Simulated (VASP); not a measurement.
# LiF (P6_3mc) in VASP: a series of runs

Runs on LiF. Level: LDA. Tasks: single point.

All numbers are computed with VASP 6.6.1; they aren't measurements. Logs are shortened: lines on timing, memory, paths and dates and some standing lists are left out, and cuts for length are marked.

## Step 1: The cell of the first run

Symmetry: P6_3mc, No. 186, hexagonal system. Conventional cell: a = 2.998 Å, b = 2.998 Å, c = 4.758 Å, α = 90.00°, β = 90.00°, γ = 120.00°. Li (site symmetry 3m) has 4 F at 1.69 to 1.86 Å within 2.2 Å. Within 2.2 Å of F (site symmetry 3m) lie 4 Li at 1.69 to 1.86 Å.

## Step 2: Single point, LDA

The input, INCAR:

```
ALGO = Normal ; EDIFF = 1E-6
ENCUT = 520 ; ISIF = 2
ISMEAR = 0 ; LASPH = True
LCHARG = False ; LREAL = False
LWAVE = False ; NBANDS = 18
NELM = 60 ; PREC = Accurate
SIGMA = 0.05
```

The input, KPOINTS:

```
k-points
0
Gamma
  9 9 6
```

The input, POSCAR:

```
LiF
1.0
    2.9984347243      0.0000000000      0.0000000000
   -1.4992173621      2.5967206428      0.0000000000
    0.0000000000      0.0000000000      4.7579162205
Li F
2 2
Direct
    0.3333333333      0.6666666667      0.3465456496
    0.6666666667      0.3333333333      0.8465456496
    0.3333333333      0.6666666667      0.9910195924
    0.6666666667      0.3333333333      0.4910195924
```

Potentials or basis: VASP PAW LDA potentials, release 64 (Li_sv, F).

Launch:

```bash
> cat potpaw_LDA.64/Li_sv/POTCAR potpaw_LDA.64/F/POTCAR > POTCAR
> mpirun -np 1 vasp_std > vasp.out
```

OUTCAR:

```text
EDIFF = 1E-6
   ENCUT = 520
   ISIF = 2
   ISMEAR = 0
   LASPH = True
   LREAL = False
   NELM = 60
   PREC = Accurate

 ion  position               nearest neighbor table
   1  0.333  0.667  0.347-   3 1.69   4 1.86   4 1.86   4 1.86
   2  0.667  0.333  0.847-   4 1.69   3 1.86   3 1.86   3 1.86
   3  0.333  0.667  0.991-   1 1.69   2 1.86   2 1.86   2 1.86
   4  0.667  0.333  0.491-   2 1.69   1 1.86   1 1.86   1 1.86

  LATTYP: Found a hexagonal cell.
 ALAT       =     2.9984347243
 C/A-ratio  =     1.5868000000

  Lattice vectors:

 A1 = (   2.9984347243,   0.0000000000,   0.0000000000)
 A2 = (  -1.4992173621,   2.5967206428,   0.0000000000)
 A3 = (   0.0000000000,   0.0000000000,   4.7579162205)

Analysis of symmetry for initial positions (statically):
=====================================================================
 Subroutine PRICEL returns:
 Original cell was already a primitive cell.

 Routine SETGRP: Setting up the symmetry group for a
 hexagonal supercell.

 Subroutine GETGRP returns: Found 12 space group operations
 (whereof  6 operations were pure point group operations)
 out of a pool of 24 trial point group operations.

The static configuration has the point symmetry C_3v.
 The point group associated with its full space group is C_6v.

Analysis of symmetry for dynamics (positions and initial velocities):
=====================================================================
 Subroutine PRICEL returns:
 Original cell was already a primitive cell.

 Routine SETGRP: Setting up the symmetry group for a
 hexagonal supercell.

 Subroutine GETGRP returns: Found 12 space group operations
 (whereof  6 operations were pure point group operations)
 out of a pool of 24 trial point group operations.

The dynamic configuration has the point symmetry C_3v.
 The point group associated with its full space group is C_6v.

 Subroutine INISYM returns: Found 12 space group operations
 (whereof  6 operations are pure point group operations),
 and found     1 'primitive' translations

----------------------------------------------------------------------------------------

                                     Primitive cell

  volume of cell :      37.0456

  direct lattice vectors                    reciprocal lattice vectors
     2.998434724  0.000000000  0.000000000     0.333507344  0.192550555  0.000000000
    -1.499217362  2.596720643  0.000000000     0.000000000  0.385101109  0.000000000
     0.000000000  0.000000000  4.757916221     0.000000000  0.000000000  0.210176042

  length of vectors
     2.998434724  2.998434724  4.757916221     0.385101109  0.385101109  0.210176042

  position of ions in fractional coordinates (direct lattice)
     0.333333333  0.666666667  0.346545650
     0.666666667  0.333333333  0.846545650
     0.333333333  0.666666667  0.991019592
     0.666666667  0.333333333  0.491019592

  ion indices of the primitive-cell ions
   primitive index   ion index
                 1           1
                 2           2
                 3           3
                 4           4

----------------------------------------------------------------------------------------

 KPOINTS: k-points

Automatic generation of k-mesh.
 Grid dimensions read from file:
 generate k-points for:    9    9    6

 Generating k-lattice:

  Cartesian coordinates                     Fractional coordinates (reciprocal lattice)
     0.037056372  0.021394506  0.000000000     0.111111111  0.000000000  0.000000000
     0.000000000  0.042789012  0.000000000     0.000000000  0.111111111  0.000000000
     0.000000000  0.000000000  0.035029340     0.000000000  0.000000000  0.166666667

  Length of vectors
     0.042789012  0.042789012  0.035029340

  Shift w.r.t. Gamma in fractional coordinates (k-lattice)
     0.000000000  0.000000000  0.000000000

 Subroutine IBZKPT returns following result:
 ===========================================

 Found     48 irreducible k-points:

 Following reciprocal coordinates:
            Coordinates               Weight
  0.000000  0.000000  0.000000      1.000000
  0.111111 -0.000000  0.000000      6.000000
  0.222222 -0.000000  0.000000      6.000000
  0.333333 -0.000000  0.000000      6.000000
  0.444444 -0.000000  0.000000      6.000000
  0.111111  0.111111  0.000000      6.000000
[... 16 lines left out ...]
  0.333333  0.222222  0.166667     24.000000
  0.333333  0.333333  0.166667      4.000000
 [... further k-points ...]
   k-points           NKPTS =     48   k-points in BZ     NKDIM =     48   number of bands    NBANDS=     18
   number of dos      NEDOS =    301   number of ions     NIONS =      4
   total plane-waves  NPLWV =  20736
   dimension x,y,z NGX =    24 NGY =   24 NGZ =   36
   dimension x,y,z NGXF=    48 NGYF=   48 NGZF=   72
   ions per type =               2   2
   NGX,Y,Z   is equivalent  to a cutoff of  13.31, 13.31, 12.58 a.u.
   NGXF,Y,Z  is equivalent  to a cutoff of  26.61, 26.61, 25.16 a.u.
 SYSTEM =  unknown system
   PREC   = accura    normal or accurate (medium, high low for compatibility)
   ISTART =      0    job   : 0-new  1-cont  2-samecut
   ICHARG =      2    charge: 1-file 2-atom 10-const
   ISPIN  =      1    spin polarized calculation?
   LNONCOLLINEAR =      F non collinear calculations
   LSORBIT =      F    spin-orbit coupling
   LASPH  =      T    aspherical Exc in radial PAW
   ENCUT  =  520.0 eV  38.22 Ry    6.18 a.u.   5.58  5.58  8.85*2*pi/ulx,y,z
   NELM   =     60;   NELMIN=  2; NELMDL= -5     # of ELM steps
   EDIFF  = 0.1E-05   stopping-criterion for ELM
   LREAL  =      F    real-space projection
   EDIFFG = 0.1E-04   stopping-criterion for IOM
   NSW    =      0    number of steps for IOM
   IBRION =     -1    ionic relax: 0-MD 1-quasi-New 2-CG
   NFREE  =      0    steps in history (QN), initial steepest desc. (CG)
   ISIF   =      2    stress and relaxation
   ISYM   =      2    0-nonsym 1-usesym 2-fastsym
   POTIM  = 0.5000    time-step for ionic-motion
   TEBEG  =    0.0;   TEEND  =   0.0 temperature during run
   PSTRESS=    0.0 pullay stress
   NELECT =      20.0000    total number of electrons
   NUPDOWN=      -1.0000    fix difference up-down
   EMIN   =  10.00;   EMAX   =-10.00  energy-range for DOS
   EFERMI =   0.00;   METHOD = LEGACY
   ISMEAR =     0;   SIGMA  =   0.05  broadening in eV -4-tet -1-fermi 0-gaus
   EFERMI_NEDOS =   21; number of points for ismear=-14 and -15
   IALGO  =     38    algorithm
   IMIX   =      4    mixing-type and parameters
     AMIX     =   0.40;   BMIX     =  1.00
     AMIX_MAG =   1.60;   BMIX_MAG =  1.00
  volume/ion in A,a.u.               =       9.26        62.50
  Fermi-wavevector in a.u.,A,eV,Ry     =   1.333028  2.519058 24.177060  1.776964
  Thomas-Fermi vector in A             =   2.461918
   LORBIT       =      0    0 simple, 1 ext, 2 COOP (PROOUT), +10 PAW based schemes
   GGA     = CA    functional components
   LHFCALC =     F    Hartree Fock is set to
   AEXX    =    0.0000 exact exchange contribution
   IVDW    =     0    specifies the selected vdW correction
   LEPSILON=     F    determine dielectric tensor
   LRPA    =     F    only Hartree local field effects (RPA)
 non-spin polarized calculation
 Gauss-broadening in eV      SIGMA  =   0.05
  energy-cutoff  :      520.00
  volume of cell :       37.05
 maximum number of plane-waves:      1020
 NGX is ok and might be reduce to    24
   NGX = 11   NGY = 11   NGZ = 17

 number of electron      20.0000013 magnetization

 Free energy of the ion-electron system (eV)
  ---------------------------------------------------
  ext. energy  EPLUGINS =         0.00000000
  ---------------------------------------------------
  free energy    TOTEN  =       -20.71044568 eV

  energy without entropy =      -20.71044568  energy(sigma->0) =      -20.71044568

 E-fermi :  -2.1751     XC(G=0):  -9.8619

 val. band max:       -2.5111812392   @ k =   0.0000   0.0000   0.0000
 cond. band min:       5.4059256232   @ k =   0.0000   0.0000   0.0000
 fundamental gap:      7.9171068624
 Fermi energy:        -2.1751283224

 k-point     1 :       0.0000    0.0000    0.0000
  band No.  band energies     occupation
      1     -41.5620      2.00000
      2     -41.4892      2.00000
      3     -21.5610      2.00000
      4     -21.3999      2.00000
      5      -4.7480      2.00000
      6      -2.8749      2.00000
[... 10 lines left out ...]
     17      17.6390      0.00000
     18      18.1427      0.00000

 k-point     2 :       0.1111   -0.0000    0.0000
  band No.  band energies     occupation
      1     -41.5562      2.00000
      2     -41.4875      2.00000
      3     -21.5398      2.00000
      4     -21.3874      2.00000
      5      -4.7016      2.00000
      6      -3.0383      2.00000
[... 10 lines left out ...]
     17      17.7406      0.00000
     18      18.3077      0.00000

 k-point     3 :       0.2222   -0.0000    0.0000
  band No.  band energies     occupation
      1     -41.5408      2.00000
      2     -41.4834      2.00000
      3     -21.4830      2.00000
      4     -21.3542      2.00000
      5      -4.5978      2.00000
      6      -3.4971      2.00000
[... 10 lines left out ...]
     17      17.3823      0.00000
     18      18.1951      0.00000

 k-point     4 :       0.3333   -0.0000    0.0000
  band No.  band energies     occupation
      1     -41.5218      2.00000
      2     -41.4803      2.00000
      3     -21.4119      2.00000
      4     -21.3205      2.00000
      5      -4.6223      2.00000
      6      -3.8662      2.00000
[... 10 lines left out ...]
     17      17.0088      0.00000
     18      18.8081      0.00000

 k-point     5 :       0.4444   -0.0000    0.0000
  band No.  band energies     occupation
      1     -41.5069      2.00000
      2     -41.4806      2.00000
      3     -21.3562      2.00000
      4     -21.3062      2.00000
      5      -4.8243      2.00000
      6      -3.9440      2.00000
[... 10 lines left out ...]
     17      16.9708      0.00000
     18      19.1686      0.00000

 k-point     6 :       0.1111    0.1111    0.0000
  band No.  band energies     occupation
      1     -41.5456      2.00000
      2     -41.4845      2.00000
      3     -21.5004      2.00000
      4     -21.3639      2.00000
      5      -4.6193      2.00000
      6      -3.3537      2.00000
[... 10 lines left out ...]
     17      17.9165      0.00000
     18      18.5579      0.00000

 k-point     7 :       0.2222    0.1111    0.0000
  band No.  band energies     occupation
      1     -41.5283      2.00000
      2     -41.4810      2.00000
      3     -21.4364      2.00000
      4     -21.3303      2.00000
      5      -4.5218      2.00000
      6      -3.8976      2.00000
[... 10 lines left out ...]
     17      18.0090      0.00000
     18      18.4269      0.00000

 k-point     8 :       0.3333    0.1111    0.0000
  band No.  band energies     occupation
      1     -41.5108      2.00000
      2     -41.4802      2.00000
      3     -21.3718      2.00000
      4     -21.3066      2.00000
      5      -4.6709      2.00000
      6      -4.0441      2.00000
[... 10 lines left out ...]
     17      17.2708      0.00000
     18      18.9811      0.00000
[... 229 lines left out ...]
     17      17.8569      0.00000
     18      18.6207      0.00000

 k-point    20 :       0.3333    0.1111    0.1667
  band No.  band energies     occupation
      1     -41.5087      2.00000
      2     -41.4822      2.00000
      3     -21.3686      2.00000
      4     -21.3121      2.00000
      5      -4.6209      2.00000
      6      -4.0494      2.00000
[... 10 lines left out ...]
     17      17.3391      0.00000
     18      19.1385      0.00000

 k-point    21 :       0.4444    0.1111    0.1667
  band No.  band energies     occupation
      1     -41.5008      2.00000
      2     -41.4829      2.00000
      3     -21.3386      2.00000
      4     -21.3067      2.00000
      5      -4.7637      2.00000
      6      -4.0074      2.00000
[... 10 lines left out ...]
     17      16.9327      0.00000
     18      19.5458      0.00000

 k-point    22 :       0.2222    0.2222    0.1667
  band No.  band energies     occupation
      1     -41.5101      2.00000
      2     -41.4822      2.00000
      3     -21.3745      2.00000
      4     -21.3125      2.00000
      5      -4.3453      2.00000
      6      -4.3227      2.00000
[... 10 lines left out ...]
     17      18.1330      0.00000
     18      18.8346      0.00000

 k-point    23 :       0.3333    0.2222    0.1667
  band No.  band energies     occupation
      1     -41.4976      2.00000
      2     -41.4836      2.00000
      3     -21.3304      2.00000
      4     -21.3018      2.00000
      5      -4.6295      2.00000
      6      -4.0986      2.00000
[... 10 lines left out ...]
     17      17.5743      0.00000
     18      18.8815      0.00000

 k-point    24 :       0.3333    0.3333    0.1667
  band No.  band energies     occupation
      1     -41.4887      2.00000
      2     -41.4887      2.00000
      3     -21.3064      2.00000
      4     -21.3064      2.00000
      5      -4.6404      2.00000
      6      -3.9394      2.00000
[... 10 lines left out ...]
     17      16.7104      0.00000
     18      18.9836      0.00000

 [... further k-points ...]

------------------------ aborting loop because EDIFF is reached ----------------------------------------

  FORCE on cell =-STRESS in cart. coord.  units (eV):
  Direction    XX          YY          ZZ          XY          YZ          ZX
  --------------------------------------------------------------------------------------
  -------------------------------------------------------------------------------------
  Total       -0.4871750     -0.4871750      1.8170306     -0.0000000      0.0000000      0.0000000
  in kB      -21.0697309    -21.0697309     78.5843769     -0.0000000      0.0000000      0.0000000
  external PRESSURE =      12.1483051 kB  Pullay stress =       0.0000000 kB

 VOLUME and BASIS-vectors are now :
 -----------------------------------------------------------------------------
  energy-cutoff  :      520.00
  volume of cell :       37.05
      direct lattice vectors                 reciprocal lattice vectors
     2.998434724  0.000000000  0.000000000     0.333507344  0.192550555  0.000000000
    -1.499217362  2.596720643  0.000000000     0.000000000  0.385101109  0.000000000
     0.000000000  0.000000000  4.757916221     0.000000000  0.000000000  0.210176042

 POSITION                                       TOTAL-FORCE (eV/Angst)
 -----------------------------------------------------------------------------------
     -0.00000      1.73115      1.64884        -0.000000      0.000000      0.811013
      1.49922      0.86557      4.02779         0.000000      0.000000      0.811013
     -0.00000      1.73115      4.71519        -0.000000      0.000000     -0.811013
      1.49922      0.86557      2.33623         0.000000     -0.000000     -0.811013
 -----------------------------------------------------------------------------------
    total drift:                               -0.000000     -0.000000      0.000137

  FREE ENERGIE OF THE ION-ELECTRON SYSTEM (eV)
  ---------------------------------------------------
  free  energy   TOTEN  =       -20.7104456777 eV

  energy  without entropy=      -20.7104456777  energy(sigma->0) =      -20.71044568
```

Run time: 38 s. Hardware: 1 thread of Intel Xeon 8259CL, shared host; peak memory 0.15 GiB.

Results:

| Property | Result |
| --- | --- |
| Free energy | -20.7104 eV |
| Largest force | 0.811 eV/Å |
| Band gap on the k mesh | 7.92 eV |

Forces in eV/Å, atoms in the order of the input:
```
Li   0.000  0.000  0.811
Li   0.000  0.000  0.811
F    0.000  0.000 -0.811
F    0.000  0.000 -0.811
```

Levels at points of the mesh, in eV from the valence-band top:
| k point | band 8 | band 9 | band 10 | band 11 | band 12 | band 13 |
| --- | --- | --- | --- | --- | --- | --- |
| (0.00, 0.00, 0.00) | -0.15 | 0.00 | 0.00 | 7.92 | 12.14 | 15.47 |
| (0.00, 0.00, 0.50) | -0.18 | -0.18 | -0.18 | 9.51 | 9.51 | 18.04 |

Caveat: the cell differs from its parent crystal (atoms shifted along a free coordinate, c/a of the conventional cell at fixed volume 1.5868); the cutoff is under 1.25 times the usual one of these potentials, so pressure, stress and relaxed cells hold a basis-set (Pulay) error. A k mesh can miss the band edges.

## Step 3: Single point, LDA (9.26 Å³/atom, c/a of the conventional cell at fixed volume 1.4884)

The input, INCAR:

```
PREC = Accurate ; ENCUT = 520
EDIFF = 1E-7 ; ISMEAR = 0
SIGMA = 0.05 ; LREAL = F
LASPH = T ; NELM = 80
ALGO = Normal ; ISIF = 2
LWAVE = F ; LCHARG = T
LELF = T ; LVHAR = T
NBANDS = 18
```

The input, KPOINTS:

```
Automatic mesh
0
Gamma
  9 9 6
```

The input, POSCAR:

```
LiF
1.0
    3.0631065845      0.0000000000      0.0000000000
   -1.5315532922      2.6527281167      0.0000000000
    0.0000000000      0.0000000000      4.5591278403
Li F
2 2
Direct
    0.3333333333      0.6666666667      0.3839784076
    0.6666666667      0.3333333333      0.8839784076
    0.3333333333      0.6666666667      0.9910195924
    0.6666666667      0.3333333333      0.4910195924
```

Potentials or basis: VASP PAW LDA potentials, release 64 (Li_sv, F).

Launch:

```bash
> cat potpaw_LDA.64/Li_sv/POTCAR potpaw_LDA.64/F/POTCAR > POTCAR
> mpirun -np 1 vasp_std > vasp.out
```

It took 42 s on 1 thread of Intel Xeon 8259CL, shared host; peak memory 0.15 GiB.

Results (log left out):

```
Free energy            : -20.8015 eV
Largest force          : 0.171 eV/Å
Band gap on the k mesh : 7.78 eV
```

Forces on the atoms (eV/Å):
```
Li   0.000  0.000  0.171
Li   0.000  0.000  0.171
F    0.000  0.000 -0.171
F    0.000  0.000 -0.171
```

Levels at points of the mesh, in eV from the valence-band top:
```tsv
k point	band 7	band 8	band 9	band 10	band 11	band 12	band 13	band 14
(0.00, 0.00, 0.00)	-0.72	-0.27	-0.27	0.00	7.78	12.39	15.82	18.10
(0.00, 0.00, 0.50)	-0.49	-0.49	-0.49	-0.49	9.59	9.59	18.14	18.14
```

Caveat: the cell differs from its parent crystal (c/a of the conventional cell at fixed volume 1.4884); the cutoff is under 1.25 times the usual one of these potentials, so pressure, stress and relaxed cells hold a basis-set (Pulay) error. A k mesh can miss the band edges.
